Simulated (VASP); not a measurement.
Crystal: Ni.

```xyz
1
Lattice="0.0000 1.7021 1.7021 1.7021 0.0000 1.7021 1.7021 1.7021 0.0000" Properties=species:S:1:pos:R:3 pbc="T T T"
Ni    0.0000    0.0000    0.0000
```

This cell differs from its parent crystal: volume scaled by 0.94.

Base run:

- Program: VASP 6.6.1
- Functional: PBEsol
- Potentials or basis: VASP PAW PBE potentials, release 64 (Ni)
- Cutoff: 520 eV
- k mesh: 13 × 13 × 13
- Occupations: fermi-dirac, width 0.05 eV
- Spin: collinear spin, ferromagnetic start
- Starting moments: [1.0] μB

Its results: pressure 13.2 GPa; net moment 0.62 μB per cell; site moments Ni +0.62 μB.

Question: The run is repeated on the same cell with these changes: functional from PBEsol to PBE; further incar settings from ALGO = Fast; EDIFF = 1e-06; NBANDS = 15 to ALGO = Normal; EDIFF = 1e-06; NBANDS = 15. What comes out?

Answer: Pressure 24.8 GPa; net moment 0.62 μB per cell; site moments Ni +0.62 μB.

Caveats: the PAW data sets were made with another functional, which shifts forces and pressure a little (some runs).
